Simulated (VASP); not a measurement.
# SiB (P6_3mc) in VASP: single point with PBE

Aim: the single point of SiB with PBE.

Everything below comes from runs of VASP 6.6.1. Logs are shortened: lines on timing, memory, paths and dates and some standing lists are left out, and cuts for length are marked.

### Step 1. The cell of the first run

It takes space group P6_3mc (No. 186, hexagonal). Conventional cell: a = 3.065 Å, b = 3.065 Å, c = 5.030 Å, α = 90.00°, β = 90.00°, γ = 120.00°. Within 2.5 Å of Si (site symmetry 3m) lie 4 B at 1.88 to 1.89 Å. B (site symmetry 3m) has 4 Si at 1.88 to 1.89 Å within 2.5 Å.

### Step 2. Single point, PBE

The input, POSCAR:

```
SiB
1.0
    1.5326560000      2.6546340000      0.0000000000
   -1.5326560000      2.6546340000      0.0000000000
    0.0000000000      0.0000000000      5.0304610000
Si B
2 2
Direct
    0.6666700000      0.6666600000      0.0000000000
    0.3333400000      0.3333300000      0.5000000000
    0.6666700000      0.6666600000      0.3750000000
    0.3333400000      0.3333300000      0.8750000000
```

The input, INCAR.step1:

```
SYSTEM = SiB
  PREC = Accurate
  ENCUT = 520
  EDIFF = 1E-7
  ISMEAR = -1
  SIGMA = 0.1
  LREAL = .False.
  LASPH = .True.
  NELM = 60
  ALGO = Normal
  ISIF = 2
  LWAVE = .False.
  LCHARG = .True.
  GGA = PE
  NBANDS = 15
```

The input, KPOINTS.step1:

```
regular mesh
0
Gamma
  13 13 7
  0 0 0
```

The input, INCAR.step2:

```
SYSTEM = SiB
  PREC = Accurate
  ENCUT = 520
  EDIFF = 1E-7
  ISMEAR = -5
  SIGMA = 0.1
  LREAL = .False.
  LASPH = .True.
  NELM = 60
  ALGO = Normal
  ISIF = 2
  LWAVE = .False.
  LCHARG = .False.
  GGA = PE
  LORBIT = 11
  NEDOS = 1001
  ICHARG = 11
```

The input, KPOINTS.step2:

```
regular mesh
0
Gamma
  20 20 11
  0 0 0
```

Potentials or basis: VASP PAW PBE potentials, release 64 (Si, B).

Run with:

```console
cat potpaw_PBE.64/Si/POTCAR potpaw_PBE.64/B/POTCAR > POTCAR
cp INCAR.step1 INCAR
cp KPOINTS.step1 KPOINTS
mpirun -np 1 vasp_std > vasp.out
cp INCAR.step2 INCAR
cp KPOINTS.step2 KPOINTS
mpirun -np 1 vasp_std > vasp.out
```

OUTCAR:

```text
SYSTEM = SiB
   PREC = Accurate
   ENCUT = 520
   EDIFF = 1E-7
   ISMEAR = -5
   LREAL = .False.
   LASPH = .True.
   NELM = 60
   ISIF = 2
   GGA = PE
   LORBIT = 11
   ICHARG = 11

 ion  position               nearest neighbor table
   1  0.667  0.667  0.000-   4 1.88   4 1.88   4 1.88   3 1.89   2 3.08   2 3.08   2 3.08   2 3.08
                             2 3.08   2 3.08
   2  0.333  0.333  0.500-   3 1.88   3 1.88   3 1.88   4 1.89   1 3.08   1 3.08   1 3.08   1 3.08
                             1 3.08   1 3.08
   3  0.667  0.667  0.375-   2 1.88   2 1.88   2 1.88   1 1.89
   4  0.333  0.333  0.875-   1 1.88   1 1.88   1 1.88   2 1.89

  LATTYP: Found a hexagonal cell.
 ALAT       =     3.0653084818
 C/A-ratio  =     1.6410945358

  Lattice vectors:

 A1 = (   1.5326560000,  -2.6546340000,   0.0000000000)
 A2 = (   1.5326560000,   2.6546340000,   0.0000000000)
 A3 = (   0.0000000000,   0.0000000000,   5.0304610000)

Analysis of symmetry for initial positions (statically):
=====================================================================
 Subroutine PRICEL returns:
 Original cell was already a primitive cell.

 Routine SETGRP: Setting up the symmetry group for a
 hexagonal supercell.

 Subroutine GETGRP returns: Found  4 space group operations
 (whereof  1 operations were pure point group operations)
 out of a pool of 24 trial point group operations.

The static configuration has the point symmetry C_1 .
 The point group associated with its full space group is C_2v.

Analysis of symmetry for dynamics (positions and initial velocities):
=====================================================================
 Subroutine PRICEL returns:
 Original cell was already a primitive cell.

 Routine SETGRP: Setting up the symmetry group for a
 hexagonal supercell.

 Subroutine GETGRP returns: Found  4 space group operations
 (whereof  1 operations were pure point group operations)
 out of a pool of 24 trial point group operations.

The dynamic configuration has the point symmetry C_1 .
 The point group associated with its full space group is C_2v.

 Subroutine INISYM returns: Found  4 space group operations
 (whereof  1 operations are pure point group operations),
 and found     1 'primitive' translations

----------------------------------------------------------------------------------------

                                     Primitive cell

  volume of cell :      40.9343

  direct lattice vectors                    reciprocal lattice vectors
     1.532656000  2.654634000  0.000000000     0.326231066  0.188349882  0.000000000
    -1.532656000  2.654634000  0.000000000    -0.326231066  0.188349882  0.000000000
     0.000000000  0.000000000  5.030461000     0.000000000  0.000000000  0.198788938

  length of vectors
     3.065308482  3.065308482  5.030461000     0.376699331  0.376699331  0.198788938

  position of ions in fractional coordinates (direct lattice)
     0.666670000  0.666660000  0.000000000
     0.333340000  0.333330000  0.500000000
     0.666670000  0.666660000  0.375000000
     0.333340000  0.333330000  0.875000000

  ion indices of the primitive-cell ions
   primitive index   ion index
                 1           1
                 2           2
                 3           3
                 4           4

----------------------------------------------------------------------------------------

 KPOINTS: regular mesh

Automatic generation of k-mesh.
 Grid dimensions read from file:
 generate k-points for:   20   20   11

 Generating k-lattice:

  Cartesian coordinates                     Fractional coordinates (reciprocal lattice)
     0.016311553  0.009417494  0.000000000     0.050000000  0.000000000  0.000000000
    -0.016311553  0.009417494  0.000000000     0.000000000  0.050000000  0.000000000
     0.000000000  0.000000000  0.018071722     0.000000000  0.000000000  0.090909091

  Length of vectors
     0.018834967  0.018834967  0.018071722

  Shift w.r.t. Gamma in fractional coordinates (k-lattice)
     0.000000000  0.000000000  0.000000000

 TETIRR: Found   6610 inequivalent tetrahedra from    26400

 Subroutine IBZKPT returns following result:
 ===========================================

 Found    666 irreducible k-points:

 Following reciprocal coordinates:
            Coordinates               Weight
  0.000000  0.000000  0.000000      1.000000
  0.050000  0.000000  0.000000      4.000000
  0.050000  0.050000  0.000000      2.000000
  0.100000 -0.000000  0.000000      4.000000
  0.100000  0.100000  0.000000      2.000000
  0.150000  0.000000  0.000000      4.000000
[... 16 lines left out ...]
 -0.050000  0.050000  0.000000      2.000000
  0.150000  0.050000  0.000000      4.000000
 [... further k-points ...]
   k-points           NKPTS =    666   k-points in BZ     NKDIM =    666   number of bands    NBANDS=     11
   number of dos      NEDOS =   1001   number of ions     NIONS =      4
   total plane-waves  NPLWV =  23040
   dimension x,y,z NGX =    24 NGY =   24 NGZ =   40
   dimension x,y,z NGXF=    48 NGYF=   48 NGZF=   80
   ions per type =               2   2
   NGX,Y,Z   is equivalent  to a cutoff of  13.02, 13.02, 13.22 a.u.
   NGXF,Y,Z  is equivalent  to a cutoff of  26.03, 26.03, 26.44 a.u.
 SYSTEM =  SiB
   PREC   = accura    normal or accurate (medium, high low for compatibility)
   ISTART =      0    job   : 0-new  1-cont  2-samecut
   ICHARG =     11    charge: 1-file 2-atom 10-const
   ISPIN  =      1    spin polarized calculation?
   LNONCOLLINEAR =      F non collinear calculations
   LSORBIT =      F    spin-orbit coupling
   LASPH  =      T    aspherical Exc in radial PAW
   ENCUT  =  520.0 eV  38.22 Ry    6.18 a.u.   5.70  5.70  9.35*2*pi/ulx,y,z
   NELM   =     60;   NELMIN=  2; NELMDL=  0     # of ELM steps
   EDIFF  = 0.1E-06   stopping-criterion for ELM
   LREAL  =      F    real-space projection
   EDIFFG = 0.1E-05   stopping-criterion for IOM
   NSW    =      0    number of steps for IOM
   IBRION =     -1    ionic relax: 0-MD 1-quasi-New 2-CG
   NFREE  =      0    steps in history (QN), initial steepest desc. (CG)
   ISIF   =      2    stress and relaxation
   ISYM   =      2    0-nonsym 1-usesym 2-fastsym
   POTIM  = 0.5000    time-step for ionic-motion
   TEBEG  =    0.0;   TEEND  =   0.0 temperature during run
   PSTRESS=    0.0 pullay stress
   NELECT =      14.0000    total number of electrons
   NUPDOWN=      -1.0000    fix difference up-down
   EMIN   =  10.00;   EMAX   =-10.00  energy-range for DOS
   EFERMI =   0.00;   METHOD = LEGACY
   ISMEAR =    -5;   SIGMA  =   0.10  broadening in eV -4-tet -1-fermi 0-gaus
   EFERMI_NEDOS =   21; number of points for ismear=-14 and -15
   IALGO  =     38    algorithm
   IMIX   =      4    mixing-type and parameters
     AMIX     =   0.40;   BMIX     =  1.00
     AMIX_MAG =   1.60;   BMIX_MAG =  1.00
  volume/ion in A,a.u.               =      10.23        69.06
  Fermi-wavevector in a.u.,A,eV,Ry     =   1.144867  2.163485 17.833442  1.310721
  Thomas-Fermi vector in A             =   2.281558
   LORBIT       =     11    0 simple, 1 ext, 2 COOP (PROOUT), +10 PAW based schemes
   GGA     = PE    functional components
   LHFCALC =     F    Hartree Fock is set to
   AEXX    =    0.0000 exact exchange contribution
   IVDW    =     0    specifies the selected vdW correction
   LEPSILON=     F    determine dielectric tensor
   LRPA    =     F    only Hartree local field effects (RPA)
 non-spin polarized calculation
 Fermi weights with tetrahedron method with Bloechl corrections
  energy-cutoff  :      520.00
  volume of cell :       40.93
 maximum number of plane-waves:      1116

 number of electron      14.0000001 magnetization

 Free energy of the ion-electron system (eV)
  ---------------------------------------------------
  ext. energy  EPLUGINS =         0.00000000
  ---------------------------------------------------
  free energy    TOTEN  =       -21.14856915 eV

  energy without entropy =      -21.14856915  energy(sigma->0) =      -21.14856915

 E-fermi :   7.7692     XC(G=0): -11.3670

 val. band max:        7.8083092678   @ k =  -0.1000   0.3500   0.3636
 cond. band min:       7.7203271165   @ k =   0.2500   0.4000   0.0909
 fundamental gap:     -0.0879821513
 Fermi energy:         7.7691947218

 k-point     1 :       0.0000    0.0000    0.0000
  band No.  band energies     occupation
      1      -6.0129      2.00000
      2      -1.6603      2.00000
      3      -0.0010      2.00000
      4       8.2739      0.00000
      5       8.2740      0.00000
      6       9.8914      0.00000
      7      10.1075      0.00000
      8      10.1076      0.00000
      9      14.6624      0.00000
     10      14.6624      0.00000
     11      15.1131      0.00000

 k-point     2 :       0.0500    0.0000    0.0000
  band No.  band energies     occupation
      1      -5.9667      2.00000
      2      -1.6164      2.00000
      3       0.0416      2.00000
      4       7.9852      0.33776
      5       8.1623      0.00000
      6       9.8320      0.00000
      7       9.9709      0.00000
      8      10.0752      0.00000
      9      14.5195      0.00000
     10      14.7752      0.00000
     11      15.3037      0.00000

 k-point     3 :       0.0500    0.0500    0.0000
  band No.  band energies     occupation
      1      -5.9667      2.00000
      2      -1.6164      2.00000
      3       0.0416      2.00000
      4       7.9851      0.33796
      5       8.1624      0.00000
      6       9.8320      0.00000
      7       9.9708      0.00000
      8      10.0753      0.00000
      9      14.5195      0.00000
     10      14.7752      0.00000
     11      15.3063      0.00000

 k-point     4 :       0.1000   -0.0000    0.0000
  band No.  band energies     occupation
      1      -5.8283      2.00000
      2      -1.4848      2.00000
      3       0.1688      2.00000
      4       7.2384      2.08012
      5       7.8749      0.50636
      6       9.5033      0.00000
      7       9.7236      0.00000
      8       9.9616      0.00000
      9      14.1098      0.00000
     10      15.0919      0.00000
     11      15.6034      0.00000

 k-point     5 :       0.1000    0.1000    0.0000
  band No.  band energies     occupation
      1      -5.8283      2.00000
      2      -1.4848      2.00000
      3       0.1688      2.00000
      4       7.2383      2.07999
      5       7.8750      0.50773
      6       9.5032      0.00000
      7       9.7236      0.00000
      8       9.9616      0.00000
      9      14.1099      0.00000
     10      15.0919      0.00000
     11      15.6201      0.00000
[... 211 lines left out ...]
 k-point    21 :       0.5000    0.5000    0.0000
  band No.  band energies     occupation
      1      -2.0927      2.00000
      2      -0.7609      2.00000
      3       2.1245      2.00000
      4       3.0668      2.00000
      5       3.3910      2.00000
      6       5.5789      2.00000
      7       5.8071      2.00000
      8       8.4606      0.00000
      9      11.3066      0.00000
     10      13.4541      0.00000
     11      15.2474      0.00000

 k-point    22 :       0.1000    0.0500    0.0000
  band No.  band energies     occupation
      1      -5.8744      2.00000
      2      -1.5286      2.00000
      3       0.1265      2.00000
      4       7.5020      1.93709
      5       7.9219      0.19491
      6       9.6640      0.00000
      7       9.7851      0.00000
      8       9.9746      0.00000
      9      14.4062      0.00000
     10      14.7296      0.00000
     11      15.6490      0.00000

 k-point    23 :      -0.0500    0.0500    0.0000
  band No.  band energies     occupation
      1      -5.8744      2.00000
      2      -1.5286      2.00000
      3       0.1265      2.00000
      4       7.5021      1.94073
      5       7.9218      0.19570
      6       9.6640      0.00000
      7       9.7851      0.00000
      8       9.9745      0.00000
      9      14.4061      0.00000
     10      14.7298      0.00000
     11      15.6728      0.00000

 k-point    24 :       0.1500    0.0500    0.0000
  band No.  band energies     occupation
      1      -5.6902      2.00000
      2      -1.3536      2.00000
      3       0.2951      2.00000
      4       6.6830      2.00000
      5       7.5169      2.04461
      6       9.1846      0.00000
      7       9.5742      0.00000
      8       9.7730      0.00000
      9      14.0444      0.00000
     10      14.9114      0.00000
     11      15.7010      0.00000

 [... further k-points ...]

------------------------ aborting loop because EDIFF is reached ----------------------------------------

  FORCE on cell =-STRESS in cart. coord.  units (eV):
  Direction    XX          YY          ZZ          XY          YZ          ZX
  --------------------------------------------------------------------------------------
  -------------------------------------------------------------------------------------
  Total       12.4868742     12.4864532     13.0188613      0.0000000      0.0000000      0.0000000
  in kB      488.7392242    488.7227463    509.5613249      0.0000000      0.0000000      0.0000000
  external PRESSURE =     495.6744318 kB  Pullay stress =       0.0000000 kB

 VOLUME and BASIS-vectors are now :
 -----------------------------------------------------------------------------
  energy-cutoff  :      520.00
  volume of cell :       40.93
      direct lattice vectors                 reciprocal lattice vectors
     1.532656000  2.654634000  0.000000000     0.326231066  0.188349882  0.000000000
    -1.532656000  2.654634000  0.000000000    -0.326231066  0.188349882  0.000000000
     0.000000000  0.000000000  5.030461000     0.000000000  0.000000000  0.198788938

 POSITION                                       TOTAL-FORCE (eV/Angst)
 -----------------------------------------------------------------------------------
      0.00002      3.53950      0.00000         0.000000      0.000453      0.315389
      0.00002      1.76976      2.51523         0.000000     -0.000453      0.315389
      0.00002      3.53950      1.88642         0.000000      0.000454     -0.315389
      0.00002      1.76976      4.40165         0.000000     -0.000454     -0.315389
 -----------------------------------------------------------------------------------
    total drift:                               -0.000000     -0.000000     -0.006627

  FREE ENERGIE OF THE ION-ELECTRON SYSTEM (eV)
  ---------------------------------------------------
  free  energy   TOTEN  =       -21.1485691464 eV

  energy  without entropy=      -21.1485691464  energy(sigma->0) =      -21.14856915

 total charge

# of ion       s       p       d       tot
------------------------------------------
    1        0.790   1.063   0.000   1.853
    2        0.790   1.063   0.000   1.853
    3        0.793   1.411   0.000   2.204
    4        0.793   1.411   0.000   2.204
--------------------------------------------------
tot          3.166   4.948   0.000   8.113
```

It took 2.6 min on 1 thread of Intel Xeon Platinum 8259CL at 2.50GHz (Skylake/Cascade Lake), shared host; peak memory 0.37 GiB.

Results:

```
Valence electrons inside the program's atomic spheres : Si 1.85; B 2.20
```

Levels at points of the mesh, in eV from the Fermi level:
| k point | band 4 | band 5 | band 6 | band 7 | band 8 | band 9 | band 10 | band 11 |
| --- | --- | --- | --- | --- | --- | --- | --- | --- |
| (0.00, 0.00, 0.00) | 0.50 | 0.50 | 2.12 | 2.34 | 2.34 | 6.89 | 6.89 | 7.34 |
| (0.50, 0.00, 0.00) | -4.70 | -4.38 | -2.19 | -1.96 | 0.69 | 3.54 | 5.68 | 7.48 |
| (0.50, 0.50, 0.00) | -4.70 | -4.38 | -2.19 | -1.96 | 0.69 | 3.54 | 5.68 | 7.48 |

Caveat: tetrahedron occupations give inexact forces and stress in metals.
